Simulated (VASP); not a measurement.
# Fe (Im-3m) in VASP: notebook

Fe is run at these levels: PBE; tasks: single point.

All numbers are computed with VASP 6.6.1; they aren't measurements. Logs are shortened: lines on timing, memory, paths and dates and some standing lists are left out, and cuts for length are marked.

## Step 1: The cell of the first run

The structure is cubic, space group Im-3m (No. 229). Conventional cell: a = 2.806 Å, b = 2.806 Å, c = 2.806 Å, α = 90.00°, β = 90.00°, γ = 90.00°. Within 3.2 Å of Fe (site symmetry m-3m) lie 14 Fe at 2.43 to 2.81 Å.

## Step 2: Single point, PBE, collinear spin, ferromagnetic start

Input file INCAR:

```
ALGO = Fast ; EDIFF = 1E-7
ENCUT = 520 ; GGA = PE
ISIF = 2 ; ISMEAR = -1
ISPIN = 2 ; LASPH = True
LCHARG = False ; LMAXMIX = 4
LORBIT = 11 ; LREAL = False
LWAVE = False ; MAGMOM = 3
NBANDS = 14 ; NELM = 150
PREC = Accurate ; SIGMA = 0.05
```

Input file KPOINTS:

```
k-points
0
Gamma
  13 13 13
```

Input file POSCAR:

```
Fe
1.0
   -1.4029007093      1.4029007093      1.4029007093
    1.4029007093     -1.4029007093      1.4029007093
    1.4029007093      1.4029007093     -1.4029007093
Fe
1
Direct
    0.0000000000      0.0000000000      0.0000000000
```

Potentials or basis: VASP PAW PBE potentials, release 64 (Fe).

Run with:

```bash
$ cat potpaw_PBE.64/Fe/POTCAR > POTCAR
$ mpirun -np 1 vasp_std > vasp.out
```

OUTCAR:

```text
EDIFF = 1E-7
   ENCUT = 520
   GGA = PE
   ISIF = 2
   ISMEAR = -1
   ISPIN = 2
   LASPH = True
   LORBIT = 11
   LREAL = False
   NELM = 150
   PREC = Accurate

 ion  position               nearest neighbor table
   1  0.000  0.000  0.000-

  LATTYP: Found a body centered cubic cell.
 ALAT       =     2.8058014186

  Lattice vectors:

 A1 = (  -1.4029007093,   1.4029007093,   1.4029007093)
 A2 = (   1.4029007093,  -1.4029007093,   1.4029007093)
 A3 = (   1.4029007093,   1.4029007093,  -1.4029007093)

Analysis of symmetry for initial positions (statically):
=====================================================================
 Subroutine PRICEL returns:
 Original cell was already a primitive cell.

 Routine SETGRP: Setting up the symmetry group for a
 body centered cubic supercell.

 Subroutine GETGRP returns: Found 48 space group operations
 (whereof 48 operations were pure point group operations)
 out of a pool of 48 trial point group operations.

The static configuration has the point symmetry O_h .

Analysis of symmetry for dynamics (positions and initial velocities):
=====================================================================
 Subroutine PRICEL returns:
 Original cell was already a primitive cell.

 Routine SETGRP: Setting up the symmetry group for a
 body centered cubic supercell.

 Subroutine GETGRP returns: Found 48 space group operations
 (whereof 48 operations were pure point group operations)
 out of a pool of 48 trial point group operations.

The dynamic configuration has the point symmetry O_h .

Analysis of structural, dynamic, and magnetic symmetry:
=====================================================================
 Subroutine PRICEL returns:
 Original cell was already a primitive cell.

 Routine SETGRP: Setting up the symmetry group for a
 body centered cubic supercell.

 Subroutine GETGRP returns: Found 48 space group operations
 (whereof 48 operations were pure point group operations)
 out of a pool of 48 trial point group operations.

The overall configuration has the point symmetry O_h .

 Subroutine INISYM returns: Found 48 space group operations
 (whereof 48 operations are pure point group operations),
 and found     1 'primitive' translations

----------------------------------------------------------------------------------------

                                     Primitive cell

  volume of cell :      11.0444

  direct lattice vectors                    reciprocal lattice vectors
    -1.402900709  1.402900709  1.402900709     0.000000000  0.356404410  0.356404410
     1.402900709 -1.402900709  1.402900709     0.356404410  0.000000000  0.356404410
     1.402900709  1.402900709 -1.402900709     0.356404410  0.356404410  0.000000000

  length of vectors
     2.429895306  2.429895306  2.429895306     0.504031951  0.504031951  0.504031951

  position of ions in fractional coordinates (direct lattice)
     0.000000000  0.000000000  0.000000000

  ion indices of the primitive-cell ions
   primitive index   ion index
                 1           1

----------------------------------------------------------------------------------------

 KPOINTS: k-points

Automatic generation of k-mesh.
 Grid dimensions read from file:
 generate k-points for:   13   13   13

 Generating k-lattice:

  Cartesian coordinates                     Fractional coordinates (reciprocal lattice)
     0.000000000  0.027415724  0.027415724     0.076923077  0.000000000  0.000000000
     0.027415724  0.000000000  0.027415724     0.000000000  0.076923077  0.000000000
     0.027415724  0.027415724  0.000000000     0.000000000  0.000000000  0.076923077

  Length of vectors
     0.038771689  0.038771689  0.038771689

  Shift w.r.t. Gamma in fractional coordinates (k-lattice)
     0.000000000  0.000000000  0.000000000

 Subroutine IBZKPT returns following result:
 ===========================================

 Found     84 irreducible k-points:

 Following reciprocal coordinates:
            Coordinates               Weight
  0.000000  0.000000  0.000000      1.000000
  0.076923  0.000000  0.000000     12.000000
  0.153846  0.000000  0.000000     12.000000
  0.230769  0.000000  0.000000     12.000000
  0.307692  0.000000  0.000000     12.000000
  0.384615  0.000000  0.000000     12.000000
[... 16 lines left out ...]
  0.153846  0.076923  0.076923     24.000000
  0.230769  0.076923  0.076923     24.000000
 [... further k-points ...]
   k-points           NKPTS =     84   k-points in BZ     NKDIM =     84   number of bands    NBANDS=     14
   number of dos      NEDOS =    301   number of ions     NIONS =      1
   total plane-waves  NPLWV =   5832
   dimension x,y,z NGX =    18 NGY =   18 NGZ =   18
   dimension x,y,z NGXF=    36 NGYF=   36 NGZF=   36
   ions per type =               1
   NGX,Y,Z   is equivalent  to a cutoff of  12.32, 12.32, 12.32 a.u.
   NGXF,Y,Z  is equivalent  to a cutoff of  24.63, 24.63, 24.63 a.u.
 SYSTEM =  unknown system
   PREC   = accura    normal or accurate (medium, high low for compatibility)
   ISTART =      0    job   : 0-new  1-cont  2-samecut
   ICHARG =      2    charge: 1-file 2-atom 10-const
   ISPIN  =      2    spin polarized calculation?
   LNONCOLLINEAR =      F non collinear calculations
   LSORBIT =      F    spin-orbit coupling
   LASPH  =      T    aspherical Exc in radial PAW
   ENCUT  =  520.0 eV  38.22 Ry    6.18 a.u.   4.52  4.52  4.52*2*pi/ulx,y,z
   NELM   =    150;   NELMIN=  2; NELMDL= -5     # of ELM steps
   EDIFF  = 0.1E-06   stopping-criterion for ELM
   LREAL  =      F    real-space projection
   EDIFFG = 0.1E-05   stopping-criterion for IOM
   NSW    =      0    number of steps for IOM
   IBRION =     -1    ionic relax: 0-MD 1-quasi-New 2-CG
   NFREE  =      0    steps in history (QN), initial steepest desc. (CG)
   ISIF   =      2    stress and relaxation
   ISYM   =      2    0-nonsym 1-usesym 2-fastsym
   POTIM  = 0.5000    time-step for ionic-motion
   TEBEG  =    0.0;   TEEND  =   0.0 temperature during run
   PSTRESS=    0.0 pullay stress
   NELECT =       8.0000    total number of electrons
   NUPDOWN=      -1.0000    fix difference up-down
   EMIN   =  10.00;   EMAX   =-10.00  energy-range for DOS
   EFERMI =   0.00;   METHOD = LEGACY
   ISMEAR =    -1;   SIGMA  =   0.05  broadening in eV -4-tet -1-fermi 0-gaus
   EFERMI_NEDOS =   21; number of points for ismear=-14 and -15
   IALGO  =     68    algorithm
   IMIX   =      4    mixing-type and parameters
     AMIX     =   0.40;   BMIX     =  1.00
     AMIX_MAG =   1.60;   BMIX_MAG =  1.00
  volume/ion in A,a.u.               =      11.04        74.53
  Fermi-wavevector in a.u.,A,eV,Ry     =   1.470250  2.778370 29.410836  2.161635
  Thomas-Fermi vector in A             =   2.585530
   LORBIT       =     11    0 simple, 1 ext, 2 COOP (PROOUT), +10 PAW based schemes
   GGA     = PE    functional components
   LHFCALC =     F    Hartree Fock is set to
   AEXX    =    0.0000 exact exchange contribution
   IVDW    =     0    specifies the selected vdW correction
   LEPSILON=     F    determine dielectric tensor
   LRPA    =     F    only Hartree local field effects (RPA)
 spin polarized calculation
 RMM-DIIS sequential band-by-band and
  energy-cutoff  :      520.00
  volume of cell :       11.04
 maximum number of plane-waves:       321
 NGX is ok and might be reduce to    18
   NGX =  9   NGY =  9   NGZ =  9

 number of electron       8.0000007 magnetization       2.0983545

 Free energy of the ion-electron system (eV)
  ---------------------------------------------------
  ext. energy  EPLUGINS =         0.00000000
  ---------------------------------------------------
  free energy    TOTEN  =        -8.24093620 eV

  energy without entropy =       -8.23243317  energy(sigma->0) =       -8.23668468

 E-fermi :   6.1496     XC(G=0): -13.2796

 val. band max:        6.1472194732   @ k =  -0.3846   0.4615   0.2308
 cond. band min:       6.1594327749   @ k =  -0.3846   0.3846   0.0769
 fundamental gap:      0.0122133017
 Fermi energy:         6.1495706564

 spin component 1

 k-point     1 :       0.0000    0.0000    0.0000
  band No.  band energies     occupation
      1      -2.4774      1.00000
      2       3.7893      1.00000
      3       3.7893      1.00000
      4       3.7893      1.00000
      5       5.0348      1.00000
      6       5.0348      1.00000
      7      31.4195      0.00000
      8      31.4195      0.00000
      9      31.4195      0.00000
     10      36.6842      0.00000
     11      36.6842      0.00000
     12      39.1696      0.00000
     13      39.1696      0.00000
     14      39.1696      0.00000
[... 375 lines left out ...]
 k-point    24 :       0.2308    0.0769    0.0769
  band No.  band energies     occupation
      1       0.9800      1.00000
      2       2.9197      1.00000
      3       3.3371      1.00000
      4       4.9972      1.00000
      5       5.1498      1.00000
      6       6.3331      0.02485
      7      19.8492      0.00000
      8      23.8912      0.00000
      9      26.0067      0.00000
     10      33.2829      0.00000
     11      37.6164      0.00000
     12      39.7711      0.00000
     13      41.7289      0.00000
     14      45.2409      0.00000

 [... further k-points ...]

 spin component 2

 k-point     1 :       0.0000    0.0000    0.0000
  band No.  band energies     occupation
      1      -2.3145      1.00000
      2       5.5884      0.99999
      3       5.5885      0.99999
      4       5.5886      0.99999
      5       7.7343      0.00000
      6       7.7345      0.00000
      7      31.1783      0.00000
      8      31.1783      0.00000
      9      31.1783      0.00000
     10      36.9002      0.00000
     11      36.9002      0.00000
     12      39.7852      0.00000
     13      39.7852      0.00000
     14      39.7852      0.00000
[... 375 lines left out ...]
 k-point    24 :       0.2308    0.0769    0.0769
  band No.  band energies     occupation
      1       1.4310      1.00000
      2       4.5519      1.00000
      3       4.8259      1.00000
      4       7.5275      0.00000
      5       7.8641      0.00000
      6       8.1811      0.00000
      7      20.5715      0.00000
      8      24.2645      0.00000
      9      26.6804      0.00000
     10      33.3013      0.00000
     11      38.1632      0.00000
     12      40.0088      0.00000
     13      42.0302      0.00000
     14      45.7401      0.00000

 [... further k-points ...]
[... 5 lines left out ...]
  --------------------------------------------------------------------------------------
  -------------------------------------------------------------------------------------
  Total        0.3254939      0.3254939      0.3254939     -0.0000000     -0.0000000     -0.0000000
  in kB       47.2185422     47.2185422     47.2185422     -0.0000000     -0.0000000     -0.0000000
  external PRESSURE =      47.2185422 kB  Pullay stress =       0.0000000 kB

 VOLUME and BASIS-vectors are now :
 -----------------------------------------------------------------------------
  energy-cutoff  :      520.00
  volume of cell :       11.04
      direct lattice vectors                 reciprocal lattice vectors
    -1.402900709  1.402900709  1.402900709     0.000000000  0.356404410  0.356404410
     1.402900709 -1.402900709  1.402900709     0.356404410  0.000000000  0.356404410
     1.402900709  1.402900709 -1.402900709     0.356404410  0.356404410  0.000000000

 POSITION                                       TOTAL-FORCE (eV/Angst)
 -----------------------------------------------------------------------------------
      0.00000      0.00000      0.00000         0.000000      0.000000      0.000000
 -----------------------------------------------------------------------------------
    total drift:                                0.000000      0.000000      0.000000

  FREE ENERGIE OF THE ION-ELECTRON SYSTEM (eV)
  ---------------------------------------------------
  free  energy   TOTEN  =        -8.2409361978 eV

  energy  without entropy=       -8.2324331674  energy(sigma->0) =       -8.23668468

 total charge

# of ion       s       p       d       tot
------------------------------------------
    1        0.500   0.566   6.262   7.328

 magnetization (x)

# of ion       s       p       d       tot
------------------------------------------
    1       -0.013  -0.057   2.161   2.091
```

Wall time 13 s (1 thread of Intel Xeon 6975P-C (Granite Rapids), shared host); peak memory 0.13 GiB.

What came out:

```yaml
Free_energy: -8.2409 eV
Pressure: 4.7 GPa
Net_moment: 2.10 μB per cell
Site_moments: Fe +2.09 μB
Valence_electrons_inside_the_program's_atomic_spheres: Fe 7.33
```

## Step 3: Single point, PBE, collinear spin, ferromagnetic start

This run uses another cell than the first one, of 11.31 Å³/atom, 1.024 times its volume.

Input file INCAR:

```
SYSTEM = Fe
PREC = Accurate ; ENCUT = 520
EDIFF = 1E-6 ; ISMEAR = -1
SIGMA = 0.05 ; LREAL = .FALSE.
LASPH = .TRUE. ; NELM = 150
ALGO = Normal ; ISIF = 2
LWAVE = .FALSE. ; LCHARG = .TRUE.
ISPIN = 2 ; MAGMOM = 3
LORBIT = 11 ; LMAXMIX = 4
GGA = PE ; LELF = .TRUE.
LVHAR = .TRUE. ; NBANDS = 14
```

Input file KPOINTS:

```
Automatic mesh
0
G
  13 13 13
  0 0 0
```

Input file POSCAR:

```
Fe
1.0
   -1.4139504709      1.4139504709      1.4139504709
    1.4139504709     -1.4139504709      1.4139504709
    1.4139504709      1.4139504709     -1.4139504709
Fe
1
Direct
    0.0000000000      0.0000000000      0.0000000000
```

Potentials or basis: VASP PAW PBE potentials, release 64 (Fe).

Run with:

```bash
$ cat potpaw_PBE.64/Fe/POTCAR > POTCAR
$ mpirun -np 1 vasp_std > vasp.out
```

Wall time 10 s (1 thread of Intel Xeon 6975P-C (Granite Rapids), shared host); peak memory 0.13 GiB.

It converged, with:

```yaml
Free_energy: -8.2446 eV
Pressure: -0.3 GPa
Net_moment: 2.13 μB per cell
Site_moments: Fe +2.13 μB
Valence_electrons_inside_the_program's_atomic_spheres: Fe 7.28
```

Levels at points of the mesh, in eV from the Fermi level:
Spin up:
```
           k point  band 1  band 2  band 3  band 4  band 5  band 6  band 7  band 8  band 9  band 10
(0.00, 0.00, 0.00)   -8.46   -2.30   -2.30   -2.30   -1.10   -1.10   25.07   25.07   25.07    30.18
```
Spin down:
| k point | band 1 | band 2 | band 3 | band 4 | band 5 | band 6 | band 7 |
| --- | --- | --- | --- | --- | --- | --- | --- |
| (0.00, 0.00, 0.00) | -8.31 | -0.46 | -0.46 | -0.46 | 1.63 | 1.63 | 24.81 |
